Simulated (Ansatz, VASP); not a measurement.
**GaN in VASP and in Ansatz**

The input INCAR:

```
PREC = Accurate
ENCUT = 520
EDIFF = 1E-7
ISMEAR = 0
SIGMA = 0.05
LREAL = False
LASPH = True
NELM = 100
ALGO = Normal
ISIF = 2
LWAVE = False
LCHARG = False
GGA = PS
NBANDS = 26
```

The input KPOINTS:

```
Automatic mesh
0
Gamma
  8 8 6
```

File POSCAR:

```
GaN
1.0
    0.0000000000     -2.2490913701     -2.1890406305
    0.0000000000      2.2490913701     -2.1890406305
    4.3780812609      0.0000000000      0.0000000000
Ga N
2 2
Direct
    0.4984372640      0.4984372640      0.5000000000
    0.0015627360      0.0015627360      0.0000000000
    0.0128940960      0.4871059040      0.2500000000
    0.4871059040      0.0128940960      0.7500000000
```

Input for Ansatz:

```yaml
crystal:
  lattice:
    - [0.0, -2.2490913701, -2.1890406305]
    - [0.0, 2.2490913701, -2.1890406305]
    - [4.3780812609, 0.0, 0.0]
  atoms:
    - { symbol: Ga, position: [0.498437264, 0.498437264, 0.5] }
    - { symbol: Ga, position: [0.001562736, 0.001562736, 0.0] }
    - { symbol: "N", position: [0.012894096, 0.487105904, 0.25] }
    - { symbol: "N", position: [0.487105904, 0.012894096, 0.75] }
basis:
  ecutwfc: 520.0
kpoints:
  mp_grid: { grid: [8, 8, 6] }
hamiltonian:
  xc: pbesol
  pseudopotentials: { kind: paw, azcp: { folder: soft_1 } }
scf:
  occupations: { method: gaussian, width: 0.05 }
output:
  forces: true
  stress: true
  eigenvalues: true
```

Change from the starting cell: mode 11 frozen in at -0.058 Å, equal normal strain along x and y -0.0267.

Alike in both runs: task single point; functional PBEsol; k mesh 8 × 8 × 6; occupations gaussian, width 0.05 eV; no spin polarisation.

|  | VASP | Ansatz |
| --- | --- | --- |
| version | VASP 6.6.1 | Ansatz 0.2.0 |
| potentials or method | VASP PAW PBE potentials, release 64 (Ga_d, N), cutoff 520 eV | scalar-relativistic, plane waves, PAW |
| valence electrons in the cell | 36 | 36 |

```csv
,VASP,Ansatz,Ansatz less VASP
gap on the k mesh at the Fermi level (eV),2.00,1.98,-0.017
least direct gap on the mesh (eV),2.00,1.98,-0.017
pressure (GPa),11.8,12.1,+0.28
"traceless stress, the component that is largest in VASP (GPa)",-2.76,-2.73,+0.021
rms of the force components (eV/Å),0.612,0.618,+0.0063
```

VASP's potentials were made for PBE, not for PBEsol, and Ansatz warns of the same on its side. Atom by atom the forces differ by 0.007 eV/Å (rms over components).
